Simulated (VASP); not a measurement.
# Sr16Ti16HO48 (a cell with a defect) in VASP: single point with PBE

Aim: the single point of Sr16Ti16HO48 (a cell with a defect) with PBE.

All numbers are computed with VASP 6.6.1; they aren't measurements. Logs are shortened: lines on timing, memory, paths and dates and some standing lists are left out, and cuts for length are marked.

## 1. The cell of the first run

The cell holds a defect, 81 atoms: a = 11.134 Å, b = 11.134 Å, c = 11.134 Å, α = 60.00°, β = 60.00°, γ = 60.00°.

## 2. Single point, PBE

The input, INCAR:

```
SYSTEM = Sr16Ti16HO48
PREC = Accurate ; ENCUT = 520
EDIFF = 1E-6 ; ISMEAR = -1
SIGMA = 0.01 ; LREAL = Auto
LASPH = .TRUE. ; NELM = 120
ALGO = Normal ; ISIF = 2
LWAVE = .FALSE. ; LCHARG = .FALSE.
GGA = PE ; NBANDS = 366
NELECT = 640.0 ; GGA_COMPAT = .FALSE.
```

The input, KPOINTS:

```
Automatic mesh
0
G
  1 1 1
  0 0 0
```

The input, POSCAR:

```
Sr16Ti16HO48
1.0
    0.0000000000      7.8730892700      7.8730892700
    7.8730892700      0.0000000000      7.8730892700
    7.8730892700      7.8730892700      0.0000000000
Sr Ti O H
16 16 48 1
Direct
   -0.0008945514     -0.0012544452      0.0096611711
    0.2448223258      0.2417378008      0.2614776179
    0.0004226114     -0.0048394143      0.5126722962
    0.2495880827      0.2444237682      0.7588671471
   -0.0030476828      0.4961470890      0.0104940104
    0.2417114321      0.7529336264      0.2611671079
   -0.0128672656      0.5020304398      0.5127126297
    0.2484443966      0.7466335827      0.7636668859
    0.4951348965     -0.0029048031      0.0150392161
    0.7665699147      0.2518787269      0.2440564857
    0.4906906090     -0.0149616672      0.5158465245
    0.7464100247      0.2474507153      0.7654611484
    0.4988209982      0.4974519962      0.0098687243
    0.7442416590      0.7462089841      0.2623468643
    0.4992721438      0.4981476493      0.5106290258
    0.7461643915      0.7412853096      0.7643511474
    0.1238102923      0.1200750413      0.1377416682
    0.3527096286      0.3845098973      0.3767172561
    0.1197563447      0.1209882066      0.6401591316
    0.3704942924      0.3709840829      0.8917690506
    0.1133902152      0.6264820024      0.1367103516
    0.3699209443      0.8680914249      0.3902887949
    0.1213892972      0.6202720342      0.6414285456
    0.3718585993      0.8697230799      0.8911215429
    0.6221547212      0.1203835809      0.1441212567
    0.8706977468      0.3686797884      0.3914704252
    0.6270846054      0.1133669219      0.6469838819
    0.8725145332      0.3710208595      0.8875752513
    0.6180479475      0.6203333483      0.1413955171
    0.8644677127      0.8766573275      0.3907266279
    0.6197074588      0.6187048106      0.6410807083
    0.8691825589      0.8705552188      0.8914988518
    0.0023251514      0.2666975161     -0.0064113418
    0.2550970336     -0.0099862486      0.2419586805
   -0.0067731576      0.0135542762      0.2409080304
    0.2665734357      0.2390298570     -0.0067946437
    0.0154037649      0.2514447236      0.2431523282
    0.2406454121      0.0041632041     -0.0085729695
    0.0057764466      0.2682192845      0.4905585023
    0.2521356934     -0.0120280035      0.7442270690
   -0.0126985757      0.0190506844      0.7428691049
    0.2719367016      0.2351403543      0.4904988873
    0.0188555909      0.2540128925      0.7414025472
    0.2388467665     -0.0010770828      0.4950246052
    0.0022278733      0.7721700282     -0.0020060236
    0.2611962281      0.4765267410      0.2352029281
   -0.0107295116      0.5170036833      0.2402737312
    0.2681713267      0.7373480936     -0.0017250485
    0.0222017921      0.7401509923      0.2539749881
    0.2349858307      0.5078185366     -0.0143218602
   -0.0110616666      0.7763735697      0.5014081761
    0.2603104593      0.4816470443      0.7345189122
   -0.0122220447      0.5179643359      0.7441110219
    0.2656437528      0.7374964509      0.4885751239
    0.0273894908      0.7451277029      0.7487206098
    0.2296071050      0.5063656990      0.4865909747
    0.4961471695      0.2702483181      0.0028072578
    0.7645318887     -0.0197377256      0.2324611914
    0.4905668615      0.0157989554      0.2488776619
    0.7685866332      0.2382492455     -0.0085641970
    0.5321119121      0.2428273573      0.2550794079
    0.7342940617      0.0048144773     -0.0118414612
    0.4963694377      0.2757233160      0.4996555251
    0.7630863101     -0.0247718994      0.7388061780
    0.4932816821      0.0138737929      0.7400837390
    0.7691058897      0.2355710191      0.4969001482
    0.5248786595      0.2409514296      0.7515295588
    0.7248170249      0.0219381567      0.4777821936
    0.5057777441      0.7692196456     -0.0083239694
    0.7503298278      0.4875754401      0.2455937969
    0.4832409318      0.5218103742      0.2425012702
    0.7722099029      0.7350575017     -0.0055451666
    0.5185481180      0.7538837267      0.2425160030
    0.7381429188      0.5007537637     -0.0052587781
    0.4994553466      0.7607864402      0.4971551108
    0.7534831093      0.4889684478      0.7425581498
    0.4914796884      0.5112219253      0.7436722164
    0.7591066446      0.7453230693      0.4947941024
    0.5137784831      0.7479540916      0.7474658203
    0.7410121226      0.5030440386      0.4925197203
    0.5540011429      0.2027490013      0.4496044285
```

Potentials or basis: VASP PAW PBE potentials, release 64 (Sr_sv, Ti_sv, O, H).

Launch:

```bash
> cat potpaw_PBE.64/Sr_sv/POTCAR potpaw_PBE.64/Ti_sv/POTCAR potpaw_PBE.64/O/POTCAR potpaw_PBE.64/H/POTCAR > POTCAR
> mpirun -np 1 vasp_gam > vasp.out
```

OUTCAR:

```text
SYSTEM = Sr16Ti16HO48
   PREC = Accurate
   ENCUT = 520
   EDIFF = 1E-6
   ISMEAR = -1
   LREAL = Auto
   LASPH = .TRUE.
   NELM = 120
   ISIF = 2
   GGA = PE
   NELECT = 640.0

 ion  position               nearest neighbor table
   1  0.999  0.999  0.010-  58 2.56  45 2.57  60 2.62  38 2.62  35 2.63  49 2.81  40 2.89  33 2.92
                            43 2.92  41 2.93  48 2.95  62 3.04  19 3.36  28 3.38  21 3.39  24 3.39
   2  0.245  0.242  0.261-  46 2.57  37 2.61  39 2.62  59 2.63  44 2.66  42 2.68  57 2.85  34 2.86
                            36 2.89  47 2.96  50 3.02  61 3.17  17 3.33  18 3.33  20 3.36  22 3.40
   3  0.000  0.995  0.513-  51 2.57  44 2.58  64 2.60  66 2.63  41 2.63  55 2.72  54 2.92  37 2.93
                            34 2.93  39 2.95  35 2.97  68 3.13  22 3.36  19 3.39  27 3.40  26 3.40
   4  0.250  0.244  0.759-  52 2.58  43 2.62  38 2.64  65 2.65  36 2.68  33 2.69  63 2.83  42 2.92
                            40 2.93  53 2.98  56 2.99  67 3.01  19 3.38  24 3.41  23 3.42  28 3.43
   5  0.997  0.496  0.010-  72 2.59  50 2.59  33 2.62  47 2.64  37 2.66  70 2.69  55 2.86  53 2.90
                            36 2.94  74 2.95  52 3.01  45 3.04  23 3.36  28 3.39  21 3.39  20 3.40
   6  0.242  0.753  0.261-  49 2.56  54 2.59  34 2.61  71 2.64  56 2.64  51 2.75  35 2.84  48 2.88
                            38 2.91  69 2.97  73 2.99  46 3.12  17 3.34  18 3.35  24 3.36  22 3.39
   7  0.987  0.502  0.513-  76 2.59  56 2.59  78 2.63  39 2.63  43 2.67  53 2.67  49 2.78  80 2.85
                            47 2.94  51 3.00  42 3.08  46 3.09  18 3.33  31 3.34  26 3.37  30 3.41
   8  0.248  0.747  0.764-  55 2.56  50 2.58  40 2.61  77 2.67  48 2.68  45 2.69  79 2.88  75 2.88
                            44 2.91  41 2.98  54 3.02  52 3.06  31 3.38  21 3.39  22 3.39  24 3.40
   9  0.495  0.997  0.015-  62 2.57  34 2.61  69 2.62  36 2.63  73 2.63  59 2.69  67 2.84  38 2.93
[... 75 lines left out ...]
  61  0.532  0.243  0.255-  25 1.86  18 2.14  10 2.60  13 2.80  11 2.92   2 3.17
  62  0.734  0.005  0.988-  32 1.84  25 2.17   9 2.57  12 2.61  14 2.98   1 3.04
  63  0.496  0.276  0.500-  81 0.98  18 2.12  27 2.21  15 2.56   4 2.83  10 2.94  11 3.18
  64  0.763  0.975  0.739-  27 1.83  32 2.07  16 2.57   3 2.60   9 3.04  12 3.10
  65  0.493  0.014  0.740-  27 1.87  24 2.10   4 2.65  11 2.69  16 2.93   9 2.98
  66  0.769  0.236  0.497-  26 1.86  27 2.09   3 2.63  10 2.74  12 2.94  15 2.97
  67  0.525  0.241  0.752-  27 1.84  20 2.14  12 2.59  15 2.78   9 2.84   4 3.01
  68  0.725  0.022  0.478-  30 1.88  27 2.13  10 2.62  11 2.63   3 3.13  16 3.17
  69  0.506  0.769  0.992-  24 1.86  29 2.08  16 2.62   9 2.62  13 2.97   6 2.97
[... 9 lines left out ...]
  79  0.514  0.748  0.747-  31 1.86  24 2.10  11 2.62  16 2.65  13 2.86   8 2.88
  80  0.741  0.503  0.493-  26 1.87  31 2.09  15 2.62  14 2.64   7 2.85  12 2.95
  81  0.554  0.203  0.450-  63 0.98  10 2.40  11 2.51

  LATTYP: Found a face centered cubic cell.
 ALAT       =    15.7461785400

  Lattice vectors:

 A1 = (   0.0000000000,   7.8730892700,   7.8730892700)
 A2 = (   7.8730892700,   0.0000000000,   7.8730892700)
 A3 = (   7.8730892700,   7.8730892700,   0.0000000000)

Analysis of symmetry for initial positions (statically):
=====================================================================
 Subroutine PRICEL returns:
 Original cell was already a primitive cell.

 Routine SETGRP: Setting up the symmetry group for a
 face centered cubic supercell.

 Subroutine GETGRP returns: Found  1 space group operations
 (whereof  1 operations were pure point group operations)
 out of a pool of 48 trial point group operations.

The static configuration has the point symmetry C_1 .

Analysis of symmetry for dynamics (positions and initial velocities):
=====================================================================
 Subroutine PRICEL returns:
 Original cell was already a primitive cell.

 Routine SETGRP: Setting up the symmetry group for a
 face centered cubic supercell.

 Subroutine GETGRP returns: Found  1 space group operations
[... 209 lines left out ...]
     0.000000000  0.000000000  0.000000000

 Subroutine IBZKPT returns following result:
 ===========================================

 Found      1 irreducible k-points:

 Following reciprocal coordinates:
            Coordinates               Weight
  0.000000  0.000000  0.000000      1.000000
   k-points           NKPTS =      1   k-points in BZ     NKDIM =      1   number of bands    NBANDS=    366
   number of dos      NEDOS =    301   number of ions     NIONS =     81
   total plane-waves  NPLWV = 592704
   dimension x,y,z NGX =    84 NGY =   84 NGZ =   84
   dimension x,y,z NGXF=   168 NGYF=  168 NGZF=  168
   ions per type =              16  16  48   1
   NGX,Y,Z   is equivalent  to a cutoff of  12.54, 12.54, 12.54 a.u.
   NGXF,Y,Z  is equivalent  to a cutoff of  25.08, 25.08, 25.08 a.u.
 SYSTEM =  Sr16Ti16HO48
   PREC   = accura    normal or accurate (medium, high low for compatibility)
   ISTART =      0    job   : 0-new  1-cont  2-samecut
   ICHARG =      2    charge: 1-file 2-atom 10-const
   ISPIN  =      1    spin polarized calculation?
   LNONCOLLINEAR =      F non collinear calculations
   LSORBIT =      F    spin-orbit coupling
   LASPH  =      T    aspherical Exc in radial PAW
   ENCUT  =  520.0 eV  38.22 Ry    6.18 a.u.  20.70 20.70 20.70*2*pi/ulx,y,z
   NELM   =    120;   NELMIN=  2; NELMDL= -5     # of ELM steps
   EDIFF  = 0.1E-05   stopping-criterion for ELM
   LREAL  =      T    real-space projection
   EDIFFG = 0.1E-04   stopping-criterion for IOM
   NSW    =      0    number of steps for IOM
[... 5 lines left out ...]
   TEBEG  =    0.0;   TEEND  =   0.0 temperature during run
   PSTRESS=    0.0 pullay stress
   NELECT =     640.0000    total number of electrons
   NUPDOWN=      -1.0000    fix difference up-down
   EMIN   =  10.00;   EMAX   =-10.00  energy-range for DOS
   EFERMI =   0.00;   METHOD = LEGACY
   ISMEAR =    -1;   SIGMA  =   0.01  broadening in eV -4-tet -1-fermi 0-gaus
   EFERMI_NEDOS =   21; number of points for ismear=-14 and -15
   IALGO  =     38    algorithm
   IMIX   =      4    mixing-type and parameters
     AMIX     =   0.40;   BMIX     =  1.00
     AMIX_MAG =   1.60;   BMIX_MAG =  1.00
  volume/ion in A,a.u.               =      12.05        81.32
  Fermi-wavevector in a.u.,A,eV,Ry     =   1.422262  2.687686 27.522267  2.022830
  Thomas-Fermi vector in A             =   2.542985
   LORBIT       =      0    0 simple, 1 ext, 2 COOP (PROOUT), +10 PAW based schemes
   GGA     = PE    functional components
   LHFCALC =     F    Hartree Fock is set to
   AEXX    =    0.0000 exact exchange contribution
   IVDW    =     0    specifies the selected vdW correction
   LEPSILON=     F    determine dielectric tensor
   LRPA    =     F    only Hartree local field effects (RPA)
 non-spin polarized calculation
  energy-cutoff  :      520.00
  volume of cell :      976.04
 maximum number of plane-waves:     13151
 NGX is ok and might be reduce to    84
   NGX = 41   NGY = 41   NGZ = 41

 number of electron     640.0000014 magnetization

 Free energy of the ion-electron system (eV)
  ---------------------------------------------------
  ext. energy  EPLUGINS =         0.00000000
  ---------------------------------------------------
  free energy    TOTEN  =      -648.73532296 eV

  energy without entropy =     -648.73532296  energy(sigma->0) =     -648.73532296

 E-fermi :   4.1004     XC(G=0): -11.1185

 val. band max:        3.7671780838   @ k =   0.0000   0.0000   0.0000
 cond. band min:       6.2978076355   @ k =   0.0000   0.0000   0.0000
 fundamental gap:      2.5306295517
 Fermi energy:         4.1003607384

 k-point     1 :       0.0000    0.0000    0.0000
  band No.  band energies     occupation
      1     -52.5162      2.00000
      2     -52.4858      2.00000
      3     -52.4718      2.00000
      4     -52.4627      2.00000
      5     -52.4606      2.00000
      6     -52.4588      2.00000
[... 324 lines left out ...]
    331       7.1680      0.00000
    332       7.1836      0.00000
 [bands above 332 left out]

------------------------ aborting loop because EDIFF is reached ----------------------------------------

  FORCE on cell =-STRESS in cart. coord.  units (eV):
  Direction    XX          YY          ZZ          XY          YZ          ZX
  --------------------------------------------------------------------------------------
  -------------------------------------------------------------------------------------
  Total       14.5311460     14.3465635     17.6354363      1.7016284     -0.7207247     -1.7043457
  in kB       23.8531053     23.5501102     28.9488469      2.7932499     -1.1830810     -2.7977103
  external PRESSURE =      25.4506875 kB  Pullay stress =       0.0000000 kB

 VOLUME and BASIS-vectors are now :
 -----------------------------------------------------------------------------
  energy-cutoff  :      520.00
  volume of cell :      976.04
      direct lattice vectors                 reciprocal lattice vectors
     0.000000000  7.873089270  7.873089270    -0.063507472  0.063507472  0.063507472
     7.873089270  0.000000000  7.873089270     0.063507472 -0.063507472  0.063507472
     7.873089270  7.873089270  0.000000000     0.063507472  0.063507472 -0.063507472

 POSITION                                       TOTAL-FORCE (eV/Angst)
 -----------------------------------------------------------------------------------
      7.93928      7.94211     15.72926        -0.014122     -0.005104      0.011094
      3.96186      3.98614      3.83073        -0.005485     -0.004698      0.018217
     11.87130      4.03964      7.83832        -0.006323     -0.015193      0.008737
      7.89900      7.93966      3.88940        -0.011459     -0.006375      0.012836
      3.98883      7.93171     11.75530        -0.010328     -0.006805      0.005260
      7.98411      3.95921      7.83093        -0.015008     -0.006826      0.004658
[... 73 lines left out ...]
      7.83816      9.71171      9.79457         0.045829      0.006023      0.001323
      5.13604      7.90148      5.95796        -0.107989      0.016030     -0.014142
 -----------------------------------------------------------------------------------
    total drift:                               -0.001793      0.015522     -0.023400

  FREE ENERGIE OF THE ION-ELECTRON SYSTEM (eV)
  ---------------------------------------------------
  free  energy   TOTEN  =      -648.7353229641 eV

  energy  without entropy=     -648.7353229641  energy(sigma->0) =     -648.73532296
```

It took 31 min on 1 thread of Intel Xeon 6975P-C (Granite Rapids), shared host; peak memory 1.2 GiB.

What came out:

- Free energy: -648.7353 eV
- Largest force: 0.110 eV/Å

Forces on the atoms (eV/Å):
```
Sr  -0.014 -0.005  0.011
Sr  -0.005 -0.005  0.018
Sr  -0.006 -0.015  0.009
Sr  -0.011 -0.006  0.013
Sr  -0.010 -0.007  0.005
Sr  -0.015 -0.007  0.005
Sr  -0.017 -0.008  0.015
Sr  -0.012 -0.008  0.011
Sr  -0.011 -0.015  0.014
Sr   0.004 -0.014 -0.010
Sr  -0.004 -0.009  0.032
Sr  -0.013 -0.019  0.008
Sr  -0.004 -0.003  0.000
Sr  -0.008 -0.002  0.004
Sr  -0.015 -0.009  0.007
Sr  -0.006 -0.016  0.011
Ti  -0.034 -0.046  0.045
Ti  -0.040  0.047  0.055
Ti  -0.042 -0.044  0.046
Ti  -0.060 -0.029  0.038
Ti  -0.063  0.003  0.046
Ti  -0.032 -0.025  0.039
Ti  -0.061 -0.047  0.033
Ti  -0.043 -0.046  0.035
Ti  -0.038 -0.065  0.034
Ti  -0.042 -0.050  0.047
Ti  -0.048 -0.053  0.050
Ti  -0.035 -0.034  0.040
Ti  -0.039 -0.037  0.038
Ti  -0.048 -0.036  0.023
Ti  -0.047 -0.057  0.037
Ti  -0.064 -0.034  0.063
O   -0.004  0.047  0.000
O    0.007  0.049 -0.001
O    0.002  0.005 -0.045
O    0.004 -0.003 -0.047
O    0.040  0.004 -0.005
O    0.045  0.005  0.001
O    0.001  0.054 -0.004
O    0.007  0.045  0.001
O    0.002  0.005 -0.053
O    0.001  0.008 -0.061
O    0.049  0.000 -0.003
O    0.053  0.003  0.002
O   -0.001  0.020 -0.006
O    0.005 -0.024  0.001
O    0.000  0.004 -0.052
O    0.006 -0.001 -0.040
O    0.064 -0.004 -0.002
O    0.062  0.007 -0.003
O   -0.003  0.053 -0.004
O    0.004  0.057  0.002
O   -0.002  0.001 -0.052
O    0.007  0.005 -0.043
O    0.057 -0.005 -0.005
O    0.059  0.009  0.002
O    0.003  0.051 -0.007
O    0.001  0.042  0.004
O   -0.004  0.000 -0.041
O    0.005  0.003 -0.049
O    0.046  0.004 -0.006
O    0.068  0.007  0.004
O    0.092 -0.012  0.005
O    0.006  0.063  0.001
O    0.000 -0.003 -0.057
O    0.001 -0.002 -0.043
O    0.068 -0.002 -0.001
O    0.049 -0.012  0.000
O    0.002  0.047 -0.004
O    0.001  0.042  0.008
O    0.003  0.003 -0.049
O    0.004 -0.003 -0.057
O    0.047 -0.003 -0.004
O    0.039  0.002  0.005
O   -0.008  0.043 -0.009
O    0.004  0.052 -0.003
O    0.004  0.001 -0.043
O    0.002  0.003 -0.043
O    0.047  0.007 -0.005
O    0.046  0.006  0.001
H   -0.108  0.016 -0.014
```

Caveat: the k points lie up to 0.69 Å⁻¹ apart; the cell carries a net charge on a neutralising background, which shifts energy and pressure; the cell is charged against a uniform background, so pressure and absolute levels hang on convention.
